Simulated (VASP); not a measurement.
Here is a VASP 6.6.1 calculation.

The input INCAR:

```
ALGO = Normal
EDIFF = 1E-6
EDIFFG = -0.04
ENCUT = 600
GGA = PE
IBRION = 2
ISIF = 3
ISMEAR = 0
ISPIN = 2
LASPH = True
LCHARG = False
LMAXMIX = 4
LORBIT = 11
LREAL = False
LWAVE = False
MAGMOM = 2 0
NELM = 150
NSW = 90
PREC = Accurate
SIGMA = 0.1
```

The input KPOINTS:

```
k-points
0
Gamma
  6 6 6
```

POSCAR

```
MnAs
1.0
    3.1854175034      0.0000000000      0.0000000000
   -1.5927087517      2.7586524796      0.0000000000
    0.0000000000      0.0000000000      3.1068924860
Mn As
1 1
Direct
    0.0000000000      0.0000000000      0.0000000000
    0.6666666667      0.3333333333      0.5000000000
```

Potentials or basis: VASP PAW PBE potentials, release 64 (Mn_pv, As).

Run with:

```console
$ cat potpaw_PBE.64/Mn_pv/POTCAR potpaw_PBE.64/As/POTCAR > POTCAR
$ mpirun -np 1 vasp_std > vasp.out
```

Task: Estimate the net moment.

Result: 1.99 μB per cell.

Task: What does it give for the band gap on the k mesh?

Result: Zero (filled and empty bands overlap).

Task: Predict the relaxed volume.

Result: 14.62 Å³/atom.

Task: Predict the space group after relaxing (to 0.05 Å).

Result: P-6m2 (No. 187).

Final structure:
```cif
data_structure
_symmetry_space_group_name_H-M 'P 1'
_symmetry_Int_Tables_number 1
_cell_length_a 3.2238
_cell_length_b 3.2238
_cell_length_c 3.2498
_cell_angle_alpha 90.000
_cell_angle_beta 90.000
_cell_angle_gamma 120.000
_cell_volume 29.25
loop_
_atom_site_label
_atom_site_type_symbol
_atom_site_fract_x
_atom_site_fract_y
_atom_site_fract_z
_atom_site_occupancy
Mn1 Mn 0.00000 0.00000 0.00000 1
As1 As 0.66667 0.33333 0.50000 1
```

Caveat: the k points lie up to 0.38 Å⁻¹ apart in the final cell; a cell with one magnetic atom can't hold antiferromagnetic order, which such compounds often take.
